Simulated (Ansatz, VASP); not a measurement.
**Two plane-wave programs on CeO2**

INCAR

```
  PREC = Accurate
  ENCUT = 520
  EDIFF = 1E-6
  ISMEAR = 0
  SIGMA = 0.05
  LREAL = F
  LASPH = T
  NELM = 100
  ALGO = Normal
  ISIF = 2
  LWAVE = F
  LCHARG = T
  GGA = PS
  IVDW = 12
  LELF = T
  LVHAR = T
  NBANDS = 19
```

KPOINTS

```
Automatic mesh
0
Gamma
  8 8 8
```

POSCAR

```
CeO2
1.0
    0.0000000000      2.7020527247      2.7020527247
    2.7020527247      0.0000000000      2.7020527247
    2.7020527247      2.7020527247      0.0000000000
Ce O
1 2
Direct
    0.0000000000      0.0000000000      0.0000000000
    0.2500000000      0.2500000000      0.2500000000
    0.7500000000      0.7500000000      0.7500000000
```

Input for Ansatz:

```yaml
crystal:
  lattice:
    - [0.0, 2.7020527247, 2.7020527247]
    - [2.7020527247, 0.0, 2.7020527247]
    - [2.7020527247, 2.7020527247, 0.0]
  atoms:
    - { symbol: Ce, position: [0.0, 0.0, 0.0] }
    - { symbol: O, position: [0.25, 0.25, 0.25] }
    - { symbol: O, position: [0.75, 0.75, 0.75] }
basis:
  ecutwfc: 420
  ecutrho_ratio: 4
kpoints:
  mp_grid: { grid: [8, 8, 8] }
hamiltonian:
  xc: pbesol
  dispersion: d3bj
scf:
  occupations: { method: gaussian, width: 0.05 }
output:
  forces: true
  stress: true
  eigenvalues: true
```

Alike in both runs: task single point; functional PBEsol; dispersion D3(BJ); k mesh 8 × 8 × 8; occupations gaussian, width 0.05 eV; no spin polarisation.

|  | VASP | Ansatz |
| --- | --- | --- |
| version | VASP 6.6.1 | Ansatz 0.2.0 |
| potentials or method | VASP PAW PBE potentials, release 64 (Ce, O), cutoff 520 eV | scalar-relativistic, plane waves, PAW |
| valence electrons in the cell | 24 | 24 |

```tsv
	VASP	Ansatz	Ansatz less VASP
gap on the k mesh at the Fermi level (eV)	1.96	1.98	+0.023
least direct gap on the mesh (eV)	2.07	2.10	+0.023
pressure (GPa)	-3.8	-3.8	+0.02
```

VASP's potentials were made for PBE, not for PBEsol.

Neither program's run includes spin-orbit coupling.
